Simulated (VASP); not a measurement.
Rh:

```
Rh
1.0
     2.45806    0.00000    0.00000
     0.00000    2.45806    0.00000
     0.00000    0.00000    2.45806
Rh
1
Cartesian
  0.0000 0.0000 0.0000
```

This isn't the form of Rh at room conditions, which is fcc.

```yaml
Program: VASP 6.6.1
Task: relaxation of cell and atoms
Functional: r2SCAN
Potentials_or_basis: VASP PAW PBE potentials, release 64 (Rh_sv_GW)
Cutoff: 580 eV
k_mesh: 13 × 13 × 13
Occupations: fermi-dirac, width 0.05 eV
Spin: collinear spin, ferromagnetic start
Starting_moments: "[1.0] μB"
```

At the start: pressure 14.4 GPa; volume 14.85 Å³/atom.

Problem. How do energy, volume and symmetry change on relaxing?

Solution. Over 4 steps the energy falls by 37.1 meV/atom and the volume is 15.73 Å³/atom (+5.9 %); space group Pm-3m (No. 221, to 0.1 Å) before and after; moment 0.00 μB per cell.

Step by step:
```
step  energy change (eV)  largest force (eV/Å)  pressure (GPa)  volume (Å³)
   1              0.0000                0.0000           14.44        14.85
   2              0.1264                0.0000          -20.87        17.92
   3             -0.0371                0.0000           -0.54        15.76
   4             -0.0371                0.0000           -0.06        15.73
```

Final structure:
```
Rh
1.0
     2.50545    0.00000    0.00000
     0.00000    2.50545    0.00000
     0.00000    0.00000    2.50545
Rh
1
Direct
  0.00000 0.00000 0.00000
```

Caveat: the PAW data sets were made with another functional, which shifts forces and pressure a little.
